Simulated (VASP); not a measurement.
## Sn: single point with PBEsol

Crystal: Sn.

```
CELL_PARAMETERS angstrom
-1.82559 1.82559 1.87240
1.82559 -1.82559 1.87240
1.82559 1.82559 -1.87240
ATOMIC_POSITIONS crystal
Sn 0.00000 0.00000 0.00000
```

This cell differs from its parent crystal: strain -0.025 along x and y, +0.000 along z.

```yaml
Program: VASP 6.6.1
Task: single point
Functional: PBEsol
Potentials_or_basis: VASP PAW PBE potentials, release 64 (Sn_d)
Cutoff: 520 eV
k_mesh: 22 × 22 × 22
Occupations: gaussian, width 0.15 eV
Spin: no spin polarisation
Dipole_correction: no
Further_INCAR_settings: ALGO = Fast; EDIFF = 1e-06; NBANDS = 13
```

The pressure is 2.8 GPa and the band gap on the k mesh is zero (bands 7 and 8 overlap by 11.35 eV).

Levels at points of the mesh, in eV from the Fermi level:
```csv
k point,band 4,band 5,band 6,band 7,band 8,band 9,band 10,band 11
"(0.00, 0.00, 0.00)",-21.32,-21.30,-11.73,8.68,8.83,8.83,12.09,12.45
"(0.50, 0.00, 0.00)",-21.32,-21.20,-6.56,-4.89,4.03,5.90,8.63,8.74
"(0.50, 0.50, 0.00)",-21.31,-21.20,-6.38,-4.81,3.69,5.43,8.22,8.31
"(0.50, 0.50, 0.50)",-21.23,-21.23,-1.99,-0.90,-0.39,-0.39,3.74,3.97
```

It took 2.3 min on 1 thread of AMD EPYC 9R45 96-Core Processor (Zen 5), on a shared host, peak memory 0.31 GiB.

Caveat: the cell differs from its parent crystal (strain -0.025 along x and y, +0.000 along z); the PAW data sets were made with another functional, which shifts forces and pressure a little; spin-orbit coupling is left out, which moves the levels of the heavy elements.
